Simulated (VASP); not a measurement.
Runs of VASP 6.6.1 on SnSe (CsCl type). The structure is that of space group Pm-3m (No. 221), or close to it. The cells are those of the table. 

```csv
cell,k mesh,gap on the mesh (eV),pressure (GPa)
"a = 3.016 Å, 2 atoms",14 × 14 × 14,none,116.5
"a = 3.299 Å, 2 atoms","14 × 14 × 14, shifted",none,33.4
"a = 3.172 Å, 2 atoms",14 × 14 × 14,none,60.2
"a = 3.527 Å, 2 atoms",14 × 14 × 14,none,8.0
"a = 3.299 Å, 2 atoms",14 × 14 × 14,none,(a)
"a = 3.605 Å, 2 atoms",14 × 14 × 14,none,(b)
```

Alike in all rows: task single point; level PBE; potentials or basis VASP PAW PBE potentials, release 64 (Sn_d, Se); no spin polarisation; cutoff (eV) 520; smearing fermi-dirac 0.08 eV.

Problem. Fill in the values left out.

Solution. (a) 33.7; (b) 3.4.

Caveats: the cell stands under pressure; spin-orbit coupling is left out, which moves the levels of the heavy elements.

A k mesh can miss the band edges, and the runs leave out spin-orbit coupling on Se, Sn.

A gap of «none» marks levels without a gap at the run's occupations.
